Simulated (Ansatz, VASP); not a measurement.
# Two plane-wave programs on FeCo

```xyz
2
Lattice="2.8764 0.0000 0.0000 0.0000 2.8764 0.0000 0.0000 0.0000 2.8764" Properties=species:S:1:pos:R:3 pbc="T T T"
Fe    1.4382    1.4382    1.4382
Co    0.0000    0.0000    0.0000
```

Alike in both runs: task single point; functional r2SCAN; k mesh 16 × 16 × 16; occupations gaussian, width 0.05 eV; collinear spin.

|  | VASP | Ansatz |
| --- | --- | --- |
| version | VASP 6.6.1 | Ansatz 0.2.0 |
| potentials or method | VASP PAW PBE potentials, release 64 (Fe, Co), cutoff 660 eV | scalar-relativistic, plane waves, PAW |
| valence electrons in the cell | 17 | 33 |

```tsv
	VASP	Ansatz	Ansatz less VASP
gap on the k mesh at the Fermi level (eV)	none	none	-
pressure (GPa)	-7.6	-7.2	+0.34
net moment per atom (μB)	2.43	2.44	+0.007
size of the moment on the site where the two differ most (μB)	1.90	1.98	+0.078
```

VASP's potentials were made for PBE, not for r2SCAN. Site moments also hang on the region over which each program counts them. A gap of «none» marks a metal or a gap that the smearing closes. VASP's potentials hold 17 valence electrons a cell and Ansatz's 33, so a difference there can come from the potentials and not from the codes. Ansatz's warnings: stability check not made.
